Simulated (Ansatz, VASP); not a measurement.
# HfN in VASP and in Ansatz

```xyz
2
Lattice="0.0000 2.2560 2.2560 2.2560 0.0000 2.2560 2.2560 2.2560 0.0000" Properties=species:S:1:pos:R:3 pbc="T T T"
Hf    0.0000    0.0000   -0.2030
N     2.2560    2.2560    2.4590
```

Change from the starting cell: shortest bond scaled by 0.82, LAPW.

Alike in both runs: task single point; functional LDA; k mesh 9 × 9 × 9; occupations fermi-dirac, width 0.03 eV; no spin polarisation.

```csv
,VASP,Ansatz
version,VASP 6.6.1,Ansatz 0.2.0
potentials or method,"VASP PAW LDA potentials, release 64 (Hf_pv, N), cutoff 520 eV","all-electron LAPW, scalar-relativistic"
```

Ansatz gave:

* pressure (GPa): 15.8
* traceless stress, the component that is largest in VASP (GPa): 45.67
* rms of the force components (eV/Å): 3.670

Q: Which values does VASP return?

A: Pressure (GPa): 15.2; traceless stress, the component that is largest in VASP (GPa): 45.85; rms of the force components (eV/Å): 3.722.

LDA's correlation is that of Perdew and Zunger in VASP and of Perdew and Wang (1992) in Ansatz. Atom by atom the forces differ by 0.052 eV/Å (rms over components). Ansatz ran all-electron here, and VASP with PAW potentials.

Neither program's run includes spin-orbit coupling.
